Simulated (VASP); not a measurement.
Wanted: the native input for a VASP 6.6.1 run.

```yaml
Task: single point
Functional: PBE
Potentials_or_basis: VASP PAW PBE potentials, release 64 (Si, C, F)
Cutoff: 520 eV
k_mesh: 18 × 18 × 12
Occupations: gaussian, width 0.1 eV
Spin: no spin polarisation
Dipole_correction: no
Further_INCAR_settings: ALGO = Normal; EDIFF = 1e-06; NBANDS = 18
```

The structure of SiC2F lies in POSCAR:

```
SiC2F
1.0
    3.5201756453      0.0000000000      0.0000000000
   -1.7600878226      3.0485615346      0.0000000000
    0.0000000000      0.0000000000      3.8334705690
Si C F
1 2 1
Direct
    0.0000000000      0.0000000000      0.5000000000
    0.3333333333      0.6666666667      0.5000000000
    0.6666666667      0.3333333333      0.5000000000
    0.0000000000      0.0000000000      0.0000000000
```

The cell was built from a structure type or drawn by symmetry, and may not be a known phase.

These files were run (other wordings do the same):

INCAR

```
  ALGO = Normal
  EDIFF = 1E-6
  ENCUT = 520
  GGA = PE
  ISIF = 2
  ISMEAR = 0
  LASPH = T
  LCHARG = F
  LREAL = F
  LWAVE = F
  NBANDS = 18
  NELM = 100
  PREC = Accurate
  SIGMA = 0.1
```

KPOINTS

```
k-points
0
Gamma
  18 18 12
```

Potentials or basis: VASP PAW PBE potentials, release 64 (Si, C, F).

Launch:

```sh
$ cat potpaw_PBE.64/Si/POTCAR potpaw_PBE.64/C/POTCAR potpaw_PBE.64/F/POTCAR > POTCAR
$ mpirun -np 1 vasp_std > vasp.out
```

Results of the run:

| Item | Value |
| --- | --- |
| Pressure | 0.0 GPa |
| Band gap on the k mesh | zero (an odd number of electrons rules out a gap without spin polarisation) |

Caveat: an odd number of electrons without spin polarisation forces a metal; a magnetic or distorted state may lie lower.

Run time: 85 s on 1 thread of AMD EPYC 9R45 96-Core Processor (Zen 5), with other jobs on the host, peak memory 0.26 GiB.
